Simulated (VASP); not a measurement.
# Si3N4 (P-1) in VASP: single point with PBE

Aim: the single point of Si3N4 with PBE.

Everything below comes from runs of VASP 6.6.1. Logs are shortened: lines on timing, memory, paths and dates and some standing lists are left out, and cuts for length are marked.

### 1 The cell of the first run

The typed cell holds 14 atoms: a = 7.663 Å, b = 7.663 Å, c = 2.926 Å, α = 90.00°, β = 90.00°, γ = 120.00°.

### 2 Single point, PBE

File INCAR:

```
ALGO = Normal ; EDIFF = 1E-6
ENCUT = 600 ; GGA = PE
GGA_COMPAT = F ; ISIF = 2
ISMEAR = -1 ; LASPH = T
LCHARG = F ; LREAL = F
LWAVE = F ; NBANDS = 45
NELM = 120 ; PREC = Accurate
SIGMA = 0.01
```

File KPOINTS:

```
Automatic mesh
0
Gamma
  1 1 2
  0.25 0.25 0.25
```

File POSCAR:

```
Si3N4
1.0
    7.6633883341      0.0000000029      0.0000000000
   -3.8316941696      6.6366889750      0.0000000000
    0.0000000000      0.0000000000      2.9261390000
Si N
6 8
Direct
    0.2322651924      0.8259743071      0.7494950529
    0.4058918597      0.2317093639      0.2527049335
    0.8253891814      0.5932133014      0.2522027725
    0.1746108186      0.4067866986      0.7477972275
    0.5941081403      0.7682906361      0.7472950665
    0.7677348076      0.1740256929      0.2505049471
    0.3339298991      0.6672247832      0.7428903924
    0.6660701009      0.3327752168      0.2571096076
    0.9695678050      0.6690727178      0.7523556955
    0.2994894217      0.9703009801      0.2502743564
    0.6703712601      0.7000646146      0.2476636507
    0.3296287399      0.2999353854      0.7523363493
    0.0304321950      0.3309272822      0.2476443045
    0.7005105783      0.0296990199      0.7497256436
```

Potentials or basis: VASP PAW PBE potentials, release 64 (Si, N).

On the command line:

```
$ cat potpaw_PBE.64/Si/POTCAR potpaw_PBE.64/N/POTCAR > POTCAR
$ mpirun -np 1 vasp_std > vasp.out
```

OUTCAR:

```text
EDIFF = 1E-6
   ENCUT = 600
   GGA = PE
   ISIF = 2
   ISMEAR = -1
   LASPH = T
   LREAL = F
   NELM = 120
   PREC = Accurate

 ion  position               nearest neighbor table
   1  0.232  0.826  0.749-   7 1.74  10 1.75  10 1.75   9 1.75   4 3.02   5 3.02   2 3.07   3 3.08
                             2 3.08   3 3.08
   2  0.406  0.232  0.253-   8 1.74  10 1.74  12 1.75  12 1.75   3 3.02   6 3.02   1 3.07   4 3.07
                             1 3.08   4 3.08
   3  0.825  0.593  0.252-   8 1.74  11 1.75   9 1.75   9 1.75   6 3.02   2 3.02   5 3.07   1 3.08
                             5 3.08   1 3.08
   4  0.175  0.407  0.748-   7 1.74  12 1.75  13 1.75  13 1.75   1 3.02   5 3.02   2 3.07   6 3.08
                             2 3.08   6 3.08
   5  0.594  0.768  0.747-   7 1.74  14 1.74  11 1.75  11 1.75   4 3.02   1 3.02   6 3.07   3 3.07
                             6 3.08   3 3.08
   6  0.768  0.174  0.251-   8 1.74  14 1.75  14 1.75  13 1.75   3 3.02   2 3.02   5 3.07   4 3.08
                             5 3.08   4 3.08
   7  0.334  0.667  0.743-   5 1.74   1 1.74   4 1.74
   8  0.666  0.333  0.257-   2 1.74   6 1.74   3 1.74
   9  0.970  0.669  0.752-   3 1.75   3 1.75   1 1.75
  10  0.299  0.970  0.250-   2 1.74   1 1.75   1 1.75
  11  0.670  0.700  0.248-   3 1.75   5 1.75   5 1.75
  12  0.330  0.300  0.752-   4 1.75   2 1.75   2 1.75
  13  0.030  0.331  0.248-   4 1.75   4 1.75   6 1.75
  14  0.701  0.030  0.750-   5 1.74   6 1.75   6 1.75

  LATTYP: Found a hexagonal cell.
 ALAT       =     7.6633883341
 C/A-ratio  =     0.3818335797

  Lattice vectors:

 A1 = (   7.6633883341,   0.0000000029,   0.0000000000)
 A2 = (  -3.8316941696,   6.6366889750,   0.0000000000)
 A3 = (   0.0000000000,   0.0000000000,   2.9261390000)

Analysis of symmetry for initial positions (statically):
=====================================================================
 Subroutine PRICEL returns:
 Original cell was already a primitive cell.

 Routine SETGRP: Setting up the symmetry group for a
 hexagonal supercell.

 Subroutine GETGRP returns: Found  2 space group operations
 (whereof  2 operations were pure point group operations)
 out of a pool of 24 trial point group operations.

The static configuration has the point symmetry S_2 .

Analysis of symmetry for dynamics (positions and initial velocities):
=====================================================================
 Subroutine PRICEL returns:
 Original cell was already a primitive cell.

 Routine SETGRP: Setting up the symmetry group for a
 hexagonal supercell.

 Subroutine GETGRP returns: Found  2 space group operations
 (whereof  2 operations were pure point group operations)
 out of a pool of 24 trial point group operations.

The dynamic configuration has the point symmetry S_2 .

 Subroutine INISYM returns: Found  2 space group operations
 (whereof  2 operations are pure point group operations),
 and found     1 'primitive' translations

----------------------------------------------------------------------------------------

                                     Primitive cell

  volume of cell :     148.8220

  direct lattice vectors                    reciprocal lattice vectors
     7.663388334  0.000000003  0.000000000     0.130490581  0.075338772  0.000000000
    -3.831694170  6.636688975  0.000000000    -0.000000000  0.150677545  0.000000000
     0.000000000  0.000000000  2.926139000     0.000000000  0.000000000  0.341747265

  length of vectors
     7.663388334  7.663388334  2.926139000     0.150677545  0.150677545  0.341747265

  position of ions in fractional coordinates (direct lattice)
     0.232265192  0.825974307  0.749495053
     0.405891860  0.231709364  0.252704933
     0.825389181  0.593213301  0.252202772
     0.174610819  0.406786699  0.747797228
     0.594108140  0.768290636  0.747295067
     0.767734808  0.174025693  0.250504947
     0.333929899  0.667224783  0.742890392
     0.666070101  0.332775217  0.257109608
     0.969567805  0.669072718  0.752355696
     0.299489422  0.970300980  0.250274356
     0.670371260  0.700064615  0.247663651
     0.329628740  0.299935385  0.752336349
     0.030432195  0.330927282  0.247644304
     0.700510578  0.029699020  0.749725644

  ion indices of the primitive-cell ions
   primitive index   ion index
                 1           1
                 2           2
                 3           3
                 4           4
                 5           5
                 6           6
                 7           7
                 8           8
                 9           9
                10          10
                11          11
                12          12
                13          13
                14          14

----------------------------------------------------------------------------------------

 KPOINTS: Automatic mesh

Automatic generation of k-mesh.
 Grid dimensions read from file:
 generate k-points for:    1    1    2

 Generating k-lattice:

  Cartesian coordinates                     Fractional coordinates (reciprocal lattice)
     0.130490581  0.075338772  0.000000000     1.000000000  0.000000000  0.000000000
    -0.000000000  0.150677545  0.000000000     0.000000000  1.000000000  0.000000000
     0.000000000  0.000000000  0.170873632     0.000000000  0.000000000  0.500000000

  Length of vectors
     0.150677545  0.150677545  0.170873632

  Shift w.r.t. Gamma in fractional coordinates (k-lattice)
     0.250000000  0.250000000  0.250000000

 Subroutine IBZKPT returns following result:
 ===========================================

 Found     12 irreducible k-points:

 Following reciprocal coordinates:
            Coordinates               Weight
  0.250000  0.250000  0.125000      2.000000
 -0.250000  0.500000  0.125000      2.000000
  0.500000  0.250000  0.125000      2.000000
 -0.250000 -0.250000  0.125000      2.000000
  0.250000  0.500000  0.125000      2.000000
  0.500000 -0.250000  0.125000      2.000000
  0.250000  0.250000 -0.375000      2.000000
 -0.250000  0.500000 -0.375000      2.000000
  0.500000  0.250000 -0.375000      2.000000
 -0.250000 -0.250000 -0.375000      2.000000
  0.250000  0.500000 -0.375000      2.000000
  0.500000 -0.250000 -0.375000      2.000000
   k-points           NKPTS =     12   k-points in BZ     NKDIM =     12   number of bands    NBANDS=     45
   number of dos      NEDOS =    301   number of ions     NIONS =     14
   total plane-waves  NPLWV =  98304
   dimension x,y,z NGX =    64 NGY =   64 NGZ =   24
   dimension x,y,z NGXF=   128 NGYF=  128 NGZF=   48
   ions per type =               6   8
   NGX,Y,Z   is equivalent  to a cutoff of  13.88, 13.88, 13.64 a.u.
   NGXF,Y,Z  is equivalent  to a cutoff of  27.77, 27.77, 27.27 a.u.
 SYSTEM =  unknown system
   PREC   = accura    normal or accurate (medium, high low for compatibility)
   ISTART =      0    job   : 0-new  1-cont  2-samecut
   ICHARG =      2    charge: 1-file 2-atom 10-const
   ISPIN  =      1    spin polarized calculation?
   LNONCOLLINEAR =      F non collinear calculations
   LSORBIT =      F    spin-orbit coupling
   LASPH  =      T    aspherical Exc in radial PAW
   ENCUT  =  600.0 eV  44.10 Ry    6.64 a.u.  15.31 15.31  5.84*2*pi/ulx,y,z
   NELM   =    120;   NELMIN=  2; NELMDL= -5     # of ELM steps
   EDIFF  = 0.1E-05   stopping-criterion for ELM
   LREAL  =      F    real-space projection
[... 7 lines left out ...]
   TEBEG  =    0.0;   TEEND  =   0.0 temperature during run
   PSTRESS=    0.0 pullay stress
   NELECT =      64.0000    total number of electrons
   NUPDOWN=      -1.0000    fix difference up-down
   EMIN   =  10.00;   EMAX   =-10.00  energy-range for DOS
   EFERMI =   0.00;   METHOD = LEGACY
   ISMEAR =    -1;   SIGMA  =   0.01  broadening in eV -4-tet -1-fermi 0-gaus
   EFERMI_NEDOS =   21; number of points for ismear=-14 and -15
   IALGO  =     38    algorithm
   IMIX   =      4    mixing-type and parameters
     AMIX     =   0.40;   BMIX     =  1.00
     AMIX_MAG =   1.60;   BMIX_MAG =  1.00
  volume/ion in A,a.u.               =      10.63        71.74
  Fermi-wavevector in a.u.,A,eV,Ry     =   1.235698  2.335131 20.775416  1.526950
  Thomas-Fermi vector in A             =   2.370337
   LORBIT       =      0    0 simple, 1 ext, 2 COOP (PROOUT), +10 PAW based schemes
   GGA     = PE    functional components
   LHFCALC =     F    Hartree Fock is set to
   AEXX    =    0.0000 exact exchange contribution
   IVDW    =     0    specifies the selected vdW correction
   LEPSILON=     F    determine dielectric tensor
   LRPA    =     F    only Hartree local field effects (RPA)
 non-spin polarized calculation
  energy-cutoff  :      600.00
  volume of cell :      148.82
 maximum number of plane-waves:      4977
 NGX is ok and might be reduce to    64
   NGX = 31   NGY = 31   NGZ = 11

 number of electron      63.9999999 magnetization

 Free energy of the ion-electron system (eV)
  ---------------------------------------------------
  ext. energy  EPLUGINS =         0.00000000
  ---------------------------------------------------
  free energy    TOTEN  =      -114.67124738 eV

  energy without entropy =     -114.67124738  energy(sigma->0) =     -114.67124738

 E-fermi :   6.3397     XC(G=0): -10.7128

 val. band max:        6.0497794575   @ k =   0.2500   0.2500   0.1250
 cond. band min:      11.3634429964   @ k =   0.5000  -0.2500  -0.3750
 fundamental gap:      5.3136635389
 Fermi energy:         6.3396851689

 k-point     1 :       0.2500    0.2500    0.1250
  band No.  band energies     occupation
      1     -10.9714      2.00000
      2     -10.5198      2.00000
      3     -10.4209      2.00000
      4      -9.4083      2.00000
      5      -9.0136      2.00000
      6      -8.3213      2.00000
[... 553 lines left out ...]
     43      14.2789      0.00000
     44      14.5474      0.00000
 [bands above 44 left out]

------------------------ aborting loop because EDIFF is reached ----------------------------------------

  FORCE on cell =-STRESS in cart. coord.  units (eV):
  Direction    XX          YY          ZZ          XY          YZ          ZX
  --------------------------------------------------------------------------------------
  -------------------------------------------------------------------------------------
  Total       -0.0866520      0.3214583     -1.2214107     -0.1640328     -0.1026690     -0.1062186
  in kB       -0.9328721      3.4607321    -13.1493734     -1.7659319     -1.1053069     -1.1435208
  external PRESSURE =      -3.5405045 kB  Pullay stress =       0.0000000 kB

 VOLUME and BASIS-vectors are now :
 -----------------------------------------------------------------------------
  energy-cutoff  :      600.00
  volume of cell :      148.82
      direct lattice vectors                 reciprocal lattice vectors
     7.663388334  0.000000003  0.000000000     0.130490581  0.075338772  0.000000000
    -3.831694170  6.636688975  0.000000000    -0.000000000  0.150677545  0.000000000
     0.000000000  0.000000000  2.926139000     0.000000000  0.000000000  0.341747265

 POSITION                                       TOTAL-FORCE (eV/Angst)
 -----------------------------------------------------------------------------------
     -1.38494      5.48173      2.19313        -0.088762     -0.103368      0.039487
      2.22267      1.53778      0.73945        -0.039750      0.091960     -0.024693
      4.05227      3.93697      0.73798         0.028068     -0.009038     -0.009095
     -0.22057      2.69972      2.18816        -0.028068      0.009038      0.009095
      1.60903      5.09891      2.18669         0.039750     -0.091960      0.024693
      5.21664      1.15495      0.73301         0.088762      0.103368     -0.039487
      0.00243      4.42816      2.17380        -0.031382     -0.000353      0.089513
      3.82926      2.20853      0.75234         0.031382      0.000353     -0.089513
      4.86649      4.44043      2.20150         0.090727      0.094578     -0.046704
     -1.42279      6.43959      0.73234         0.024247     -0.089304     -0.033815
      2.45488      4.64611      0.72470        -0.033136      0.012713      0.029883
      1.37681      1.99058      2.20144         0.033136     -0.012713     -0.029883
     -1.03480      2.19626      0.72464        -0.090727     -0.094578      0.046704
      5.25449      0.19710      2.19380        -0.024247      0.089304      0.033815
 -----------------------------------------------------------------------------------
    total drift:                                0.000000     -0.000000      0.000000

  FREE ENERGIE OF THE ION-ELECTRON SYSTEM (eV)
  ---------------------------------------------------
  free  energy   TOTEN  =      -114.6712473848 eV

  energy  without entropy=     -114.6712473848  energy(sigma->0) =     -114.67124738
```

Run time: 2.2 min. Hardware: 1 thread of AMD EPYC 7R43 (Zen 3), shared host; peak memory 0.28 GiB.

What came out:

```yaml
Free_energy: -114.6712 eV
Pressure: -0.4 GPa
Largest_force: 0.142 eV/Å
Band_gap_on_the_k_mesh: 5.31 eV (least direct gap 5.60 eV)
```

Forces in eV/Å, atoms in the order of the input:
```
Si  -0.089 -0.103  0.039
Si  -0.040  0.092 -0.025
Si   0.028 -0.009 -0.009
Si  -0.028  0.009  0.009
Si   0.040 -0.092  0.025
Si   0.089  0.103 -0.039
N   -0.031  0.000  0.090
N    0.031  0.000 -0.090
N    0.091  0.095 -0.047
N    0.024 -0.089 -0.034
N   -0.033  0.013  0.030
N    0.033 -0.013 -0.030
N   -0.091 -0.095  0.047
N   -0.024  0.089  0.034
```

Caveat: a shifted mesh leaves out Γ, where band edges can lie.
